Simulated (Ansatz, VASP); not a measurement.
## One calculation of MoS2, two programs

Contents of INCAR:

```
  PREC = Accurate
  ENCUT = 520
  EDIFF = 1E-7
  ISMEAR = -1
  SIGMA = 0.02
  LREAL = F
  LASPH = T
  NELM = 100
  ALGO = Normal
  ISIF = 2
  LWAVE = F
  LCHARG = F
  GGA = PE
  NBANDS = 20
```

KPOINTS

```
Automatic mesh
0
Gamma
  10 10 10
```

File POSCAR:

```
MoS2
1.0
    1.5965459752      0.9217662486      6.0769391911
   -1.5965459752      0.9217662486      6.0769391911
    0.0000000000     -1.8435324972      6.0769391911
Mo S
1 2
Direct
    0.0000000000      0.0000000000      0.0000000000
    0.7525772694      0.7525772694      0.7525772694
    0.2474227306      0.2474227306      0.2474227306
```

Input for Ansatz:

```yaml
crystal:
  lattice:
    - [1.5965459752, 0.9217662486, 6.0769391911]
    - [-1.5965459752, 0.9217662486, 6.0769391911]
    - [0.0, -1.8435324972, 6.0769391911]
  atoms:
    - { symbol: Mo, position: [0.0, 0.0, 0.0] }
    - { symbol: S, position: [0.7525772694, 0.7525772694, 0.7525772694] }
    - { symbol: S, position: [0.2474227306, 0.2474227306, 0.2474227306] }
kpoints:
  mp_grid: { grid: [10, 10, 10] }
  band_path:
    path:
      - [[0.0, 0.0, 0.0], [0.5, 0.5, 0.5], [0.8179949155204, 0.1820050844796, 0.5]]
      - [[0.5, -0.1820050844796, 0.1820050844796], [0.5, -8.4722447526e-17, -2.384799744834e-16], [0.0, 0.0, 0.0], [0.3410025422398, -0.3410025422398, 2.038575180746e-17]]
      - [[0.6589974577602, 7.908259034025e-17, 0.3410025422398], [0.5, 2.430456343514e-16, 0.5], [0.0, 0.0, 0.0]]
    npoints: 10
hamiltonian:
  xc: pbe
scf:
  occupations: { method: fermi_dirac, width: 0.02 }
  n_extra_bands: 4
output:
  forces: true
  stress: true
  eigenvalues: true
  write_density: true
  write_potential: true
  elf: true
  volumetric_format: npy
```

Alike in both runs: task single point; functional PBE; k mesh 10 × 10 × 10; occupations fermi-dirac, width 0.02 eV; no spin polarisation.

|  | VASP | Ansatz |
| --- | --- | --- |
| version | VASP 6.6.1 | Ansatz 0.2.0 |
| potentials or method | VASP PAW PBE potentials, release 64 (Mo_sv, S) | plane waves, PAW |
| plane-wave cutoff (eV) | 520 | 420 |
| valence electrons in the cell | 26 | 26 |

|  | VASP | Ansatz | Ansatz less VASP |
| --- | --- | --- | --- |
| pressure (GPa) | 2.1 | 2.2 | +0.11 |
| traceless stress, the component that is largest in VASP (GPa) | 1.68 | 1.68 | -0.001 |
| rms of the force components (eV/Å) | 0.073 | 0.077 | +0.0042 |

Atom by atom the forces differ by 0.004 eV/Å (rms over components).
